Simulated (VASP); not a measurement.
Wanted: the native input for a VASP 6.6.1 run.

```yaml
Task: single point
Functional: PBE
Potentials_or_basis: VASP PAW PBE potentials, release 64 (Ta_pv, N)
Cutoff: 520 eV
k_mesh: 18 × 18 × 10
Occupations: gaussian, width 0.15 eV
Spin: no spin polarisation
Dipole_correction: no
Further_INCAR_settings: ALGO = Normal; EDIFF = 1e-06; NBANDS = 20
```

The structure of Ta2N lies in POSCAR:

```
Ta2N
1.0
    3.1786685610      0.0000000000      0.0000000000
   -1.5893342805      2.7528077240      0.0000000000
    0.0000000000      0.0000000000      5.1259845407
Ta N
2 1
Direct
    0.6666666667      0.3333333333      0.7449050326
    0.3333333333      0.6666666667      0.2550949674
    0.0000000000      0.0000000000      0.0000000000
```

This cell differs from its parent crystal: strain +0.025 along x and y, +0.050 along z.

One way to write it, as run:

INCAR

```
PREC     = Accurate       # precision mode
ENCUT    = 520            # plane-wave cutoff, eV
EDIFF    = 1E-6           # SCF threshold, eV
ISMEAR   = 0              # smearing method
SIGMA    = 0.15           # smearing width, eV
LREAL    = False          # projectors in reciprocal space
LASPH    = True           # aspherical terms in the spheres
NELM     = 60             # most SCF steps
ALGO     = Normal         # electronic algorithm
ISIF     = 2              # what is computed and relaxed
LWAVE    = False          # write WAVECAR
LCHARG   = True           # write CHGCAR
GGA      = PE             # functional
LELF     = True           # ELF
LVHAR    = True         
NBANDS   = 20             # bands
```

KPOINTS

```
regular mesh
0
Gamma
  18 18 10
```

Potentials or basis: VASP PAW PBE potentials, release 64 (Ta_pv, N).

Launch:

```console
$ cat potpaw_PBE.64/Ta_pv/POTCAR potpaw_PBE.64/N/POTCAR > POTCAR
$ mpirun -np 1 vasp_std > vasp.out
```

Results of the run:

The pressure is -22.1 GPa. The largest force is 0.316 eV/Å and the band gap on the k mesh is zero (an odd number of electrons rules out a gap without spin polarisation).

Caveat: the cell differs from its parent crystal (strain +0.025 along x and y, +0.050 along z); the cell stands under tension; spin-orbit coupling is left out, which moves the levels of the heavy elements.

Wall time 110 s on 1 thread of AMD EPYC 9R45 96-Core Processor (Zen 5), with other jobs on the host, peak memory 0.34 GiB.
